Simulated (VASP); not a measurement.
Input of a VASP 6.6.1 run:

Contents of INCAR:

```
PREC = Accurate ; ENCUT = 500
EDIFF = 1E-6 ; ISMEAR = 0
SIGMA = 0.01 ; LREAL = False
LASPH = True ; NELM = 120
ALGO = Normal ; ISIF = 2
LWAVE = False ; LCHARG = False
GGA = PE ; NBANDS = 8
GGA_COMPAT = False
```

File KPOINTS:

```
regular mesh
0
Gamma
  4 4 4
```

The input POSCAR:

```
H
1.0
   -1.8019736173      1.8019736173      2.2705185312
    1.8019736173     -1.8019736173      2.2705185312
    1.8019736173      1.8019736173     -2.2705185312
H
2
Direct
    0.9211472140      0.9211472140      0.0000000000
    0.0788527860      0.0788527860      0.0000000000
```

Potentials or basis: VASP PAW PBE potentials, release 64 (H).

Command:

```bash
$ cat potpaw_PBE.64/H/POTCAR > POTCAR
$ mpirun -np 1 vasp_std > vasp.out
```

Task: What does it give for the pressure?

Result: 1.5 GPa.

Task: Estimate the band gap on the k mesh.

Result: 9.57 eV, indirect (least direct gap 10.06 eV).

Task: What does it give for the largest force?

Result: 1.316 eV/Å.

Forces on the atoms (eV/Å):
```
H    0.000  0.000 -1.316
H    0.000  0.000  1.316
```

Caveat: the k points lie up to 0.62 Å⁻¹ apart; forces of over 1 eV/Å act on the atoms, so gaps and moduli don't describe the material at rest. A k mesh can miss the band edges.
